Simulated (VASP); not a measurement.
# AlN: single point with PBE

AlN:

```
CELL_PARAMETERS angstrom
3.01150 0.00000 0.00000
-1.50575 2.60804 0.00000
0.00000 0.00000 4.77089
ATOMIC_POSITIONS crystal
Al 0.33333 0.66667 0.99747
Al 0.66667 0.33333 0.49747
N 0.33333 0.66667 0.38253
N 0.66667 0.33333 0.88253
```

This cell differs from its parent crystal: volume scaled by 0.880.

```
Program             : VASP 6.6.1
Task                : single point
Functional          : PBE
Potentials or basis : VASP PAW PBE potentials, release 64 (Al, N)
Cutoff              : 520 eV
k mesh              : 10 × 10 × 6
Occupations         : gaussian, width 0.05 eV
Spin                : no spin polarisation
```

The pressure is 31.3 GPa and the band gap on the k mesh is 5.11 eV, direct.

Levels at points of the mesh, in eV from the valence-band top:
| k point | band 6 | band 7 | band 8 | band 9 | band 10 | band 11 |
| --- | --- | --- | --- | --- | --- | --- |
| (0.00, 0.00, 0.00) | -0.37 | -0.37 | 0.00 | 5.11 | 7.45 | 11.52 |
| (0.50, 0.00, 0.00) | -2.40 | -2.00 | -0.83 | 6.04 | 6.06 | 9.04 |
| (0.00, 0.00, 0.50) | -0.74 | -0.74 | -0.74 | 7.32 | 7.32 | 11.20 |
| (0.50, 0.00, 0.50) | -1.70 | -1.50 | -1.50 | 5.63 | 5.63 | 9.83 |

Wall time 20 s on 1 thread of Intel(R) Xeon(R) Platinum 8375C CPU @ 2.90GHz (Ice Lake) (shared host), peak memory 0.16 GiB.

 A k mesh can miss the band edges.
